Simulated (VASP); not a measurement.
# Cu (P6_3/mmc) in VASP: notebook

Cu is run at these levels: r2SCAN; tasks: single point.

All numbers are computed with VASP 6.6.1; they aren't measurements. Logs are shortened: lines on timing, memory, paths and dates and some standing lists are left out, and cuts for length are marked.

## 1. The cell of the first run

It takes space group P6_3/mmc (No. 194, hexagonal). The conventional cell has a = 2.453 Å, b = 2.453 Å, c = 8.413 Å, α = 90.00°, β = 90.00°, γ = 120.00°. Cu (site symmetry -3m) has 12 Cu at 2.45 to 2.54 Å within 3.2 Å. Cu (site symmetry -6m2) has 12 Cu at 2.45 to 2.54 Å within 3.2 Å.

This isn't the form of Cu at room conditions, which is fcc.

## 2. Single point, r2SCAN (biaxial strain in the a-b plane: -3.0 %)

Input file POSCAR:

```
Cu
1.0
    2.4534593248      0.0000000000      0.0000000000
   -1.2267296624      2.1247581024      0.0000000000
    0.0000000000      0.0000000000      8.4126907662
Cu
4
Direct
    0.0000000000      0.0000000000      0.0000000000
    0.3333333333      0.6666666667      0.2500000000
    0.0000000000      0.0000000000      0.5000000000
    0.6666666667      0.3333333333      0.7500000000
```

Input file INCAR.step1:

```
PREC     = Accurate       # precision mode
ENCUT    = 660            # plane-wave cutoff, eV
ISMEAR   = 0              # smearing method
SIGMA    = 0.1            # smearing width, eV
LREAL    = False          # projectors in reciprocal space
LASPH    = True           # aspherical terms in the spheres
NELM     = 120            # most SCF steps
NBANDS   = 30             # bands
GGA      = PE             # functional
ALGO     = Normal         # electronic algorithm
EDIFF    = 1E-5           # SCF threshold, eV
LWAVE    = True           # write WAVECAR
LCHARG   = False          # write CHGCAR
GGA_COMPAT= False
```

Input file INCAR.step2:

```
PREC     = Accurate       # precision mode
ENCUT    = 660            # plane-wave cutoff, eV
EDIFF    = 1E-6           # SCF threshold, eV
ISMEAR   = 0              # smearing method
SIGMA    = 0.1            # smearing width, eV
LREAL    = False          # projectors in reciprocal space
LASPH    = True           # aspherical terms in the spheres
NELM     = 120            # most SCF steps
ALGO     = Normal         # electronic algorithm
ISIF     = 2              # what is computed and relaxed
LWAVE    = False          # write WAVECAR
LCHARG   = False          # write CHGCAR
METAGGA  = R2SCAN         # meta-GGA
LMIXTAU  = True         
NBANDS   = 30             # bands
ISTART   = 1            
GGA_COMPAT= False
```

Input file KPOINTS:

```
regular mesh
0
Gamma
  24 24 6
```

Potentials or basis: VASP PAW PBE potentials, release 64 (Cu).

Run with:

```bash
$ cat potpaw_PBE.64/Cu/POTCAR > POTCAR
$ cp INCAR.step1 INCAR
$ mpirun -np 1 vasp_std > vasp.out
$ cp INCAR.step2 INCAR
$ mpirun -np 1 vasp_std > vasp.out
```

OUTCAR:

```text
PREC = Accurate
   ENCUT = 660
   EDIFF = 1E-6
   ISMEAR = 0
   LREAL = False
   LASPH = True
   NELM = 120
   ISIF = 2
   METAGGA = R2SCAN
   ISTART = 1

 ion  position               nearest neighbor table
   1  0.000  0.000  0.000-   2 2.54   4 2.54   2 2.54   4 2.54   4 2.54   2 2.54
   2  0.333  0.667  0.250-   1 2.54   3 2.54   1 2.54   3 2.54   1 2.54   3 2.54
   3  0.000  0.000  0.500-   2 2.54   4 2.54   2 2.54   4 2.54   4 2.54   2 2.54
   4  0.667  0.333  0.750-   1 2.54   3 2.54   1 2.54   3 2.54   1 2.54   3 2.54

  LATTYP: Found a hexagonal cell.
 ALAT       =     2.4534593248
 C/A-ratio  =     3.4289098177

  Lattice vectors:

 A1 = (   2.4534593248,   0.0000000000,   0.0000000000)
 A2 = (  -1.2267296624,   2.1247581024,   0.0000000000)
 A3 = (   0.0000000000,   0.0000000000,   8.4126907662)

Analysis of symmetry for initial positions (statically):
=====================================================================
 Subroutine PRICEL returns:
 Original cell was already a primitive cell.

 Routine SETGRP: Setting up the symmetry group for a
 hexagonal supercell.

 Subroutine GETGRP returns: Found 24 space group operations
 (whereof 12 operations were pure point group operations)
 out of a pool of 24 trial point group operations.

The static configuration has the point symmetry D_3d.
 The point group associated with its full space group is D_6h.

Analysis of symmetry for dynamics (positions and initial velocities):
=====================================================================
 Subroutine PRICEL returns:
 Original cell was already a primitive cell.

 Routine SETGRP: Setting up the symmetry group for a
 hexagonal supercell.

 Subroutine GETGRP returns: Found 24 space group operations
 (whereof 12 operations were pure point group operations)
 out of a pool of 24 trial point group operations.

The dynamic configuration has the point symmetry D_3d.
 The point group associated with its full space group is D_6h.

 Subroutine INISYM returns: Found 24 space group operations
 (whereof 12 operations are pure point group operations),
 and found     1 'primitive' translations

----------------------------------------------------------------------------------------

                                     Primitive cell

  volume of cell :      43.8554

  direct lattice vectors                    reciprocal lattice vectors
     2.453459325  0.000000000  0.000000000     0.407587764  0.235320905  0.000000000
    -1.226729662  2.124758102  0.000000000     0.000000000  0.470641810  0.000000000
     0.000000000  0.000000000  8.412690766     0.000000000  0.000000000  0.118868033

  length of vectors
     2.453459325  2.453459325  8.412690766     0.470641810  0.470641810  0.118868033

  position of ions in fractional coordinates (direct lattice)
     0.000000000  0.000000000  0.000000000
     0.333333333  0.666666667  0.250000000
     0.000000000  0.000000000  0.500000000
     0.666666667  0.333333333  0.750000000

  ion indices of the primitive-cell ions
   primitive index   ion index
                 1           1
                 2           2
                 3           3
                 4           4

----------------------------------------------------------------------------------------

 KPOINTS: regular mesh

Automatic generation of k-mesh.
 Grid dimensions read from file:
 generate k-points for:   24   24    6

 Generating k-lattice:

  Cartesian coordinates                     Fractional coordinates (reciprocal lattice)
     0.016982823  0.009805038  0.000000000     0.041666667  0.000000000  0.000000000
     0.000000000  0.019610075  0.000000000     0.000000000  0.041666667  0.000000000
     0.000000000  0.000000000  0.019811339     0.000000000  0.000000000  0.166666667

  Length of vectors
     0.019610075  0.019610075  0.019811339

  Shift w.r.t. Gamma in fractional coordinates (k-lattice)
     0.000000000  0.000000000  0.000000000

 Subroutine IBZKPT returns following result:
 ===========================================

 Found    244 irreducible k-points:

 Following reciprocal coordinates:
            Coordinates               Weight
  0.000000  0.000000  0.000000      1.000000
  0.041667  0.000000  0.000000      6.000000
  0.083333  0.000000  0.000000      6.000000
  0.125000  0.000000  0.000000      6.000000
  0.166667  0.000000  0.000000      6.000000
  0.208333  0.000000  0.000000      6.000000
[... 16 lines left out ...]
  0.416667  0.041667  0.000000     12.000000
  0.458333  0.041667  0.000000     12.000000
 [... further k-points ...]
   k-points           NKPTS =    244   k-points in BZ     NKDIM =    244   number of bands    NBANDS=     30
   number of dos      NEDOS =    301   number of ions     NIONS =      4
   total plane-waves  NPLWV =  40320
   dimension x,y,z NGX =    24 NGY =   24 NGZ =   70
   dimension x,y,z NGXF=    48 NGYF=   48 NGZF=  140
   ions per type =               4
   NGX,Y,Z   is equivalent  to a cutoff of  16.26, 16.26, 13.83 a.u.
   NGXF,Y,Z  is equivalent  to a cutoff of  32.52, 32.52, 27.67 a.u.
 SYSTEM =  unknown system
   PREC   = accura    normal or accurate (medium, high low for compatibility)
   ISTART =      1    job   : 0-new  1-cont  2-samecut
   ICHARG =      0    charge: 1-file 2-atom 10-const
   ISPIN  =      1    spin polarized calculation?
   LNONCOLLINEAR =      F non collinear calculations
   LSORBIT =      F    spin-orbit coupling
   LASPH  =      T    aspherical Exc in radial PAW
   ENCUT  =  660.0 eV  48.51 Ry    6.96 a.u.   5.14  5.14 17.62*2*pi/ulx,y,z
   NELM   =    120;   NELMIN=  2; NELMDL=  0     # of ELM steps
   EDIFF  = 0.1E-05   stopping-criterion for ELM
   LREAL  =      F    real-space projection
   EDIFFG = 0.1E-04   stopping-criterion for IOM
   NSW    =      0    number of steps for IOM
   IBRION =     -1    ionic relax: 0-MD 1-quasi-New 2-CG
   NFREE  =      0    steps in history (QN), initial steepest desc. (CG)
   ISIF   =      2    stress and relaxation
   ISYM   =      2    0-nonsym 1-usesym 2-fastsym
   POTIM  = 0.5000    time-step for ionic-motion
   TEBEG  =    0.0;   TEEND  =   0.0 temperature during run
   PSTRESS=    0.0 pullay stress
   NELECT =      44.0000    total number of electrons
   NUPDOWN=      -1.0000    fix difference up-down
   EMIN   =  10.00;   EMAX   =-10.00  energy-range for DOS
   EFERMI =   0.00;   METHOD = LEGACY
   ISMEAR =     0;   SIGMA  =   0.10  broadening in eV -4-tet -1-fermi 0-gaus
   EFERMI_NEDOS =   21; number of points for ismear=-14 and -15
   IALGO  =     38    algorithm
   IMIX   =      4    mixing-type and parameters
     AMIX     =   0.40;   BMIX     =  1.00
     AMIX_MAG =   1.60;   BMIX_MAG =  1.00
  volume/ion in A,a.u.               =      10.96        73.99
  Fermi-wavevector in a.u.,A,eV,Ry     =   1.638896  3.097064 36.544961  2.685979
  Thomas-Fermi vector in A             =   2.729792
   LORBIT       =      0    0 simple, 1 ext, 2 COOP (PROOUT), +10 PAW based schemes
   METAGGA = R2SCAN    functional components
   LHFCALC =     F    Hartree Fock is set to
   AEXX    =    0.0000 exact exchange contribution
   IVDW    =     0    specifies the selected vdW correction
   LEPSILON=     F    determine dielectric tensor
   LRPA    =     F    only Hartree local field effects (RPA)
 non-spin polarized calculation
 Gauss-broadening in eV      SIGMA  =   0.10
  energy-cutoff  :      660.00
  volume of cell :       43.86
 maximum number of plane-waves:      1706
 NGX is ok and might be reduce to    24
   NGX = 11   NGY = 11   NGZ = 35

 number of electron      43.9999996 magnetization

 Free energy of the ion-electron system (eV)
  ---------------------------------------------------
  ext. energy  EPLUGINS =         0.00000000
  ---------------------------------------------------
  free energy    TOTEN  =       -43.19318187 eV

  energy without entropy =      -43.18781566  energy(sigma->0) =      -43.19049876

 E-fermi :   8.3697     XC(G=0): -14.2505

 val. band max:        8.3632061251   @ k =   0.3333   0.1667   0.5000
 cond. band min:       8.3872291076   @ k =   0.4583   0.0417   0.5000
 fundamental gap:      0.0240229824
 Fermi energy:         8.3696595693

 k-point     1 :       0.0000    0.0000    0.0000
  band No.  band energies     occupation
      1      -1.9221      2.00000
      2       0.2366      2.00000
      3       0.2422      2.00000
      4       2.5514      2.00000
      5       4.5550      2.00000
      6       4.5554      2.00000
[... 22 lines left out ...]
     29      31.7762      0.00000
     30      32.9870      0.00000

 k-point     2 :       0.0417    0.0000    0.0000
  band No.  band energies     occupation
      1      -1.8581      2.00000
      2       0.2943      2.00000
      3       0.2998      2.00000
      4       2.5926      2.00000
      5       4.5339      2.00000
      6       4.5446      2.00000
[... 22 lines left out ...]
     29      31.6029      0.00000
     30      31.9001      0.00000

 k-point     3 :       0.0833    0.0000    0.0000
  band No.  band energies     occupation
      1      -1.6673      2.00000
      2       0.4650      2.00000
      3       0.4704      2.00000
      4       2.7124      2.00000
      5       4.4770      2.00000
      6       4.5147      2.00000
[... 22 lines left out ...]
     29      30.5379      0.00000
     30      30.5471      0.00000

 k-point     4 :       0.1250    0.0000    0.0000
  band No.  band energies     occupation
      1      -1.3530      2.00000
      2       0.7408      2.00000
      3       0.7459      2.00000
      4       2.8981      2.00000
      5       4.3984      2.00000
      6       4.4701      2.00000
[... 616 lines left out ...]
     29      21.8355      0.00000
     30      22.2457      0.00000

 k-point    23 :       0.4167    0.0417    0.0000
  band No.  band energies     occupation
      1       2.6783      2.00000
      2       2.8198      2.00000
      3       3.0391      2.00000
      4       3.3541      2.00000
      5       3.6838      2.00000
      6       3.8496      2.00000
[... 22 lines left out ...]
     29      20.4335      0.00000
     30      20.9013      0.00000

 k-point    24 :       0.4583    0.0417    0.0000
  band No.  band energies     occupation
      1       2.7430      2.00000
      2       2.8227      2.00000
      3       3.1320      2.00000
      4       3.3275      2.00000
      5       3.6636      2.00000
      6       3.8389      2.00000
[... 22 lines left out ...]
     29      19.2616      0.00000
     30      19.7828      0.00000

 [... further k-points ...]

------------------------ aborting loop because EDIFF is reached ----------------------------------------

  FORCE on cell =-STRESS in cart. coord.  units (eV):
  Direction    XX          YY          ZZ          XY          YZ          ZX
  --------------------------------------------------------------------------------------
  -------------------------------------------------------------------------------------
  Total        3.3787529      3.3787529      0.3202545     -0.0000000      0.0000000      0.0000000
  in kB      123.4365395    123.4365395     11.6999089     -0.0000000      0.0000000      0.0000000
  external PRESSURE =      86.1909960 kB  Pullay stress =       0.0000000 kB

 VOLUME and BASIS-vectors are now :
 -----------------------------------------------------------------------------
  energy-cutoff  :      660.00
  volume of cell :       43.86
      direct lattice vectors                 reciprocal lattice vectors
     2.453459325  0.000000000  0.000000000     0.407587764  0.235320905  0.000000000
    -1.226729662  2.124758102  0.000000000     0.000000000  0.470641810  0.000000000
     0.000000000  0.000000000  8.412690766     0.000000000  0.000000000  0.118868033

 POSITION                                       TOTAL-FORCE (eV/Angst)
 -----------------------------------------------------------------------------------
      0.00000      0.00000      0.00000         0.000000      0.000000     -0.000000
     -0.00000      1.41651      2.10317         0.000000     -0.000000     -0.000000
      0.00000      0.00000      4.20635         0.000000      0.000000     -0.000000
      1.22673      0.70825      6.30952        -0.000000      0.000000      0.000000
 -----------------------------------------------------------------------------------
    total drift:                               -0.000000      0.000000      0.000000

  FREE ENERGIE OF THE ION-ELECTRON SYSTEM (eV)
  ---------------------------------------------------
  free  energy   TOTEN  =       -43.1931818727 eV

  energy  without entropy=      -43.1878156551  energy(sigma->0) =      -43.19049876
```

Wall time 56 min (1 thread of Oxide Virtual Turin-like, shared host); peak memory 0.41 GiB.

What came out:

```
Free energy            : -43.1932 eV
Pressure               : 8.6 GPa
Band gap on the k mesh : zero (bands 22 and 23 overlap by 5.93 eV)
```

Levels at points of the mesh, in eV from the Fermi level:
```
           k point  band 20  band 21  band 22  band 23  band 24  band 25
(0.00, 0.00, 0.00)    -2.19    -2.19    -1.90    -1.90    -1.77     3.65
(0.50, 0.00, 0.00)    -1.66    -0.69     0.38     1.16     1.82     5.36
(0.00, 0.00, 0.50)    -2.47    -2.01    -2.01    -2.01    -2.01     6.71
(0.50, 0.00, 0.50)    -1.66     0.07     0.07     1.56     1.56     5.77
```

Caveat: the cell differs from its parent crystal (biaxial strain in the a-b plane: -3.0 %); the stress differs along the axes, from 1 to 12 GPa; the PAW data sets were made with another functional, which shifts forces and pressure a little.

## 3. Single point, r2SCAN (biaxial strain in the a-b plane: -3.0 %, then relaxed in part)

Changes to POSCAR since step 2:

```diff
@@ -4,3 +4,3 @@
    -1.2267296624      2.1247581024      0.0000000000
-    0.0000000000      0.0000000000      8.4126907662
+    0.0000000000      0.0000000000      8.4354637589
 Cu
```

Input file INCAR.step1:

```
  PREC = Accurate
  ENCUT = 660
  ISMEAR = 0
  SIGMA = 0.1
  LREAL = F
  LASPH = T
  NELM = 120
  NBANDS = 30
  GGA = PE
  ALGO = Normal
  EDIFF = 1E-5
  LWAVE = T
  LCHARG = F
  GGA_COMPAT = F
```

Input file INCAR.step2:

```
  PREC = Accurate
  ENCUT = 660
  EDIFF = 1E-6
  ISMEAR = 0
  SIGMA = 0.1
  LREAL = F
  LASPH = T
  NELM = 120
  ALGO = Normal
  ISIF = 2
  LWAVE = F
  LCHARG = T
  METAGGA = R2SCAN
  LMIXTAU = T
  LELF = T
  LVHAR = T
  NBANDS = 30
  ISTART = 1
  GGA_COMPAT = F
```

KPOINTS is that of step 2.

Potentials or basis: VASP PAW PBE potentials, release 64 (Cu).

Run with:

```bash
$ cat potpaw_PBE.64/Cu/POTCAR > POTCAR
$ cp INCAR.step1 INCAR
$ mpirun -np 1 vasp_std > vasp.out
$ cp INCAR.step2 INCAR
$ mpirun -np 1 vasp_std > vasp.out
```

It took 22 min on 1 thread of Oxide Virtual Turin-like, shared host; peak memory 0.41 GiB.

The run converged. Its results:

```yaml
Free_energy: -43.1943 eV
Pressure: 8.1 GPa
Band_gap_on_the_k_mesh: zero (bands 22 and 23 overlap by 5.94 eV)
```

Stress tensor (GPa, compression positive):
```
12.06  0.00  0.00
 0.00 12.06  0.00
 0.00  0.00  0.19
```

Levels at points of the mesh, in eV from the Fermi level:
| k point | band 19 | band 20 | band 21 | band 22 | band 23 | band 24 | band 25 | band 26 |
| --- | --- | --- | --- | --- | --- | --- | --- | --- |
| (0.00, 0.00, 0.00) | -2.30 | -2.19 | -2.19 | -1.90 | -1.90 | -1.79 | 3.59 | 12.21 |
| (0.50, 0.00, 0.00) | -1.68 | -1.65 | -0.68 | 0.38 | 1.16 | 1.82 | 5.35 | 5.38 |
| (0.00, 0.00, 0.50) | -2.46 | -2.46 | -2.01 | -2.01 | -2.01 | -2.01 | 6.64 | 6.64 |
| (0.50, 0.00, 0.50) | -1.66 | -1.66 | 0.07 | 0.07 | 1.56 | 1.56 | 5.76 | 5.76 |

Caveat: the cell differs from its parent crystal (biaxial strain in the a-b plane: -3.0 %, then relaxed in part); the stress differs along the axes, from 0 to 12 GPa; the PAW data sets were made with another functional, which shifts forces and pressure a little.

The gap in the log of VASP goes by the Fermi energy; the results here count the filled bands.